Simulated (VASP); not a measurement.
Ge:

```
Ge
1.0
     4.12984    0.00000    0.00000
    -2.06492    3.57655    0.00000
     0.00000    0.00000   11.20897
Ge
4
Direct
  0.66667 0.33333 0.41485
  0.33333 0.66667 0.91485
  0.00000 0.00000 0.47745
  0.00000 0.00000 0.97745
```

This cell differs from its parent crystal: volume scaled by 1.06.

Base run:

```yaml
Program: VASP 6.6.1
Functional: LDA
Potentials_or_basis: VASP PAW LDA potentials, release 64 (Ge_d)
Cutoff: 520 eV
k_mesh: 8 × 8 × 3
Occupations: fermi-dirac, width 0.05 eV
Spin: no spin polarisation
```

Its results: band gap on the k mesh 0.26 eV, indirect (least direct gap 0.43 eV); pressure -3.7 GPa; largest force 0.388 eV/Å.

Q: The run is repeated on the same cell with these changes: k mesh from 8 × 8 × 3 to 6 × 6 × 2. What comes out?

A: Band gap on the k mesh zero (band 28 reaches 0.27 eV, above the bottom of band 29 at 0.24 eV); pressure -3.5 GPa; largest force 0.421 eV/Å.

A k mesh can miss the band edges.
